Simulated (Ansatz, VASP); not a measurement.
Two plane-wave programs on Rh

Contents of INCAR:

```
ALGO = Fast ; EDIFF = 1E-6
ENCUT = 520 ; GGA = PE
ISIF = 2 ; ISMEAR = 0
LASPH = True ; LCHARG = False
LREAL = False ; LWAVE = False
NBANDS = 14 ; NELM = 60
PREC = Accurate ; SIGMA = 0.15
```

The input KPOINTS:

```
k-points
0
Gamma
  26 26 26
```

POSCAR

```
Rh
1.0
    0.0000000000      1.7234688704      1.9149654115
    1.9149654115      0.0000000000      1.9149654115
    1.9149654115      1.7234688704      0.0000000000
Rh
1
Direct
    0.0000000000      0.0000000000      0.0000000000
```

Input for Ansatz:

```yaml
crystal:
  lattice:
    - [0.0, 1.7234688704, 1.9149654115]
    - [1.9149654115, 0.0, 1.9149654115]
    - [1.9149654115, 1.7234688704, 0.0]
  atoms:
    - { symbol: Rh, position: [0.0, 0.0, 0.0] }
basis:
  ecutwfc: 420
kpoints:
  mp_grid: { grid: [26, 26, 26] }
hamiltonian:
  xc: pbe
scf:
  occupations: { method: gaussian, width: 0.15 }
output:
  forces: true
  stress: true
  eigenvalues: true
```

Change from the starting cell: strain -0.1000 x Voigt [0, 1, 0, 0, 0, 0], atoms carried along.

Alike in both runs: task single point; functional PBE; k mesh 26 × 26 × 26; occupations gaussian, width 0.15 eV; no spin polarisation.

|  | VASP | Ansatz |
| --- | --- | --- |
| version | VASP 6.6.1 | Ansatz 0.2.0 |
| potentials or method | VASP PAW PBE potentials, release 64 (Rh_pv), cutoff 520 eV | scalar-relativistic, plane waves, PAW |
| valence electrons in the cell | 15 | 17 |

|  | VASP | Ansatz | Ansatz less VASP |
| --- | --- | --- | --- |
| gap on the k mesh at the Fermi level (eV) | none | none | - |
| pressure (GPa) | 37.4 | 37.4 | +0.03 |
| traceless stress, the component that is largest in VASP (GPa) | 18.33 | 18.36 | +0.031 |

A gap of «none» marks a metal or a gap that the smearing closes. Both programs put the cell under a high pressure, so it lies far from rest at this level. The functional is the same, so the differences come from potentials, cutoffs and numerics. VASP's potentials hold 15 valence electrons a cell and Ansatz's 17, so a difference there can come from the potentials and not from the codes.
